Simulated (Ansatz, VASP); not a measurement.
**One calculation of Fe, two programs**

```xyz
4
Lattice="3.5953 0.0000 0.0000 -1.7977 3.1137 0.0000 0.0000 0.0000 4.8176" Properties=species:S:1:pos:R:3 pbc="T T T"
Fe    0.0000    2.0758    2.2294
Fe    1.7977    1.0379    4.6382
Fe    1.7977    1.0379    2.5881
Fe    0.0000    2.0758    0.1794
```

Alike in both runs: functional r2SCAN; k mesh 15 × 15 × 10; occupations gaussian, width 0.1 eV; no spin polarisation.

Ansatz relaxed the structure, and its values are those at the end. VASP's run is a single point on that final structure, the one shown.

|  | VASP | Ansatz |
| --- | --- | --- |
| version | VASP 6.6.1 | Ansatz 0.2.0 |
| potentials or method | VASP PAW PBE potentials, release 64 (Fe), cutoff 520 eV | scalar-relativistic, plane waves, PAW |
| valence electrons in the cell | 32 | 64 |

```csv
,VASP,Ansatz,Ansatz less VASP
gap on the k mesh at the Fermi level (eV),none,none,-
pressure (GPa),-0.8,0.0,+0.77
rms of the force components (eV/Å),0.011,0.001,-0.0098
```

VASP's potentials were made for PBE, not for r2SCAN. A gap of «none» marks a metal or a gap that the smearing closes. With one functional, cell and mesh, what is left measures potentials, basis and numerics. VASP's potentials hold 32 valence electrons a cell and Ansatz's 64, so a difference there can come from the potentials and not from the codes.
